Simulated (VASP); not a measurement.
Write the native input for VASP 6.6.1 that does the following.

```yaml
Task: relaxation of cell and atoms
Functional: PBE
Potentials_or_basis: VASP PAW PBE potentials, release 64 (Cu, O)
Cutoff: 600 eV
k_mesh: 6 × 6 × 4
Occupations: gaussian, width 0.1 eV
Spin: collinear spin
Starting_moments: "[1.0, 1.0, -1.0, 0.0, 0.0] μB"
Dipole_correction: no
Further_INCAR_settings: ALGO = Normal; EDIFF = 1e-06; IBRION = 2; EDIFFG = -0.04; NSW = 90; ISIF = 3
```

The structure of Cu3O2 lies in POSCAR:

```
Cu3O2
1.0
    3.9536828800      0.0000000000      0.0000000000
   -1.9768414400      3.4239898100      0.0000000000
    0.0000000000      0.0000000000      4.2684724400
Cu O
3 2
Direct
    0.5000000000      0.0000000000      0.0000000000
    0.0000000000      0.5000000000      0.0000000000
    0.5000000000      0.5000000000      0.0000000000
    0.0000000000      0.0000000000      0.1336748200
    0.0000000000      0.0000000000      0.8663251800
```

The cell was generated, and may not be a known phase.

These files were run (other wordings do the same):

INCAR

```
SYSTEM = Cu3O2
  PREC = Accurate
  ENCUT = 600
  EDIFF = 1E-6
  ISMEAR = 0
  SIGMA = 0.1
  LREAL = .False.
  LASPH = .True.
  NELM = 150
  ALGO = Normal
  ISIF = 3
  LWAVE = .False.
  LCHARG = .False.
  ISPIN = 2
  MAGMOM = 1 1 -1 0 0
  LORBIT = 11
  LMAXMIX = 4
  GGA = PE
  IBRION = 2
  NSW = 90
  EDIFFG = -0.04
```

KPOINTS

```
regular mesh
0
Gamma
  6 6 4
  0 0 0
```

Potentials or basis: VASP PAW PBE potentials, release 64 (Cu, O).

Launch:

```sh
$ cat potpaw_PBE.64/Cu/POTCAR potpaw_PBE.64/O/POTCAR > POTCAR
$ mpirun -np 1 vasp_std > vasp.out
```

Results of the run:

| Property | Result |
| --- | --- |
| Relaxed volume | 14.28 Å³/atom |
| Relaxed cell | a = 4.761 Å, b = 4.761 Å, c = 3.638 Å, α = 90.00°, β = 90.00°, γ = 120.00° |
| Space group after relaxing (to 0.1 Å) | P6/mmm (No. 191) |
| Pressure after relaxing | 0.0 GPa |
| Largest force after relaxing | 0.015 eV/Å |
| Net moment | 0.00 μB per cell |
| Valence electrons inside the program's atomic spheres | Cu 9.89; O 4.88 |

Caveat: the k points lie up to 0.43 Å⁻¹ apart in the final cell; the standard files for N, O and F lose accuracy on very short bonds; the volume moved by over 15 % at a fixed basis, so the end points are rough.

Run time: 62 min on 1 thread of Intel(R) Xeon(R) Platinum 8259CL CPU @ 2.50GHz (Skylake/Cascade Lake) (shared host), peak memory 0.31 GiB.
